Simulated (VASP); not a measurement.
Wanted: the native input for a VASP 6.6.1 run.

* Task: single point
* Functional: LDA
* Potentials or basis: VASP PAW LDA potentials, release 64 (Zn, Cu)
* Cutoff: 520 eV
* k mesh: 8 × 8 × 8
* Occupations: methfessel-paxton, width 0.15 eV
* Spin: no spin polarisation
* Dipole correction: no
* Further INCAR settings: ALGO = Normal; EDIFF = 1e-06; NBANDS = 18

The structure of ZnCu lies in POSCAR:

```
ZnCu
1.0
    2.8694536237      0.0000000000      0.0000000000
    0.0000000000      2.8694536237      0.0000000000
    0.0000000000      0.0000000000      2.8694536237
Zn Cu
1 1
Direct
    0.5000000000      0.5000000000      0.5000000000
    0.0000000000      0.0000000000      0.0000000000
```

These files were run (other wordings do the same):

INCAR

```
SYSTEM = ZnCu
  ALGO = Normal
  EDIFF = 1E-6
  ENCUT = 520
  GGA = CA
  ISIF = 2
  ISMEAR = 1
  LASPH = .TRUE.
  LCHARG = .TRUE.
  LELF = .TRUE.
  LREAL = .FALSE.
  LVHAR = .TRUE.
  LWAVE = .FALSE.
  NBANDS = 18
  NELM = 60
  PREC = Accurate
  SIGMA = 0.15
```

KPOINTS

```
k-points
0
G
  8 8 8
  0 0 0
```

Potentials or basis: VASP PAW LDA potentials, release 64 (Zn, Cu).

The run is started by

```console
$ cat potpaw_LDA.64/Zn/POTCAR potpaw_LDA.64/Cu/POTCAR > POTCAR
$ mpirun -np 1 vasp_std > vasp.out
```

It gave:

* Pressure: 1.5 GPa

It took 24 s on 1 thread of Intel Xeon 8259CL, with other jobs on the host, peak memory 0.14 GiB.
